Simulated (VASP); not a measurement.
Input of a VASP 6.6.1 run:

The input POSCAR:

```
Bi
1.0
    2.2672586491      1.3090023913      4.1166667488
   -2.2672586491      1.3090023913      4.1166667488
    0.0000000000     -2.6180047827      4.1166667487
Bi
2
Direct
    0.2317091399      0.2317091399      0.2317091399
    0.7682908601      0.7682908601      0.7682908601
```

File INCAR.step1:

```
ALGO = Normal ; EDIFF = 1E-4
ENCUT = 520 ; GGA = PE
ISMEAR = 1 ; LASPH = True
LCHARG = False ; LREAL = False
LWAVE = True ; NBANDS = 22
NELM = 60 ; PREC = Accurate
SIGMA = 0.01
```

Contents of INCAR.step2:

```
ALGO = Normal ; EDIFF = 1E-6
ENCUT = 520 ; ISIF = 2
ISMEAR = 1 ; ISTART = 1
LASPH = True ; LCHARG = True
LELF = True ; LMIXTAU = True
LREAL = False ; LVHAR = True
LWAVE = False ; METAGGA = R2SCAN
NBANDS = 22 ; NELM = 60
PREC = Accurate ; SIGMA = 0.01
```

KPOINTS

```
k-points
0
Gamma
  9 9 9
```

Potentials or basis: VASP PAW PBE potentials, release 64 (Bi_d).

Launch:

```sh
$ cat potpaw_PBE.64/Bi_d/POTCAR > POTCAR
$ cp INCAR.step1 INCAR
$ mpirun -np 1 vasp_std > vasp.out
$ cp INCAR.step2 INCAR
$ mpirun -np 1 vasp_std > vasp.out
```

(1) What does it give for the pressure?

(2) What does it give for the largest force?

Results:

(1) 0.0 GPa.

(2) 0.004 eV/Å.

Caveat: the PAW data sets were made with another functional, which shifts forces and pressure a little.
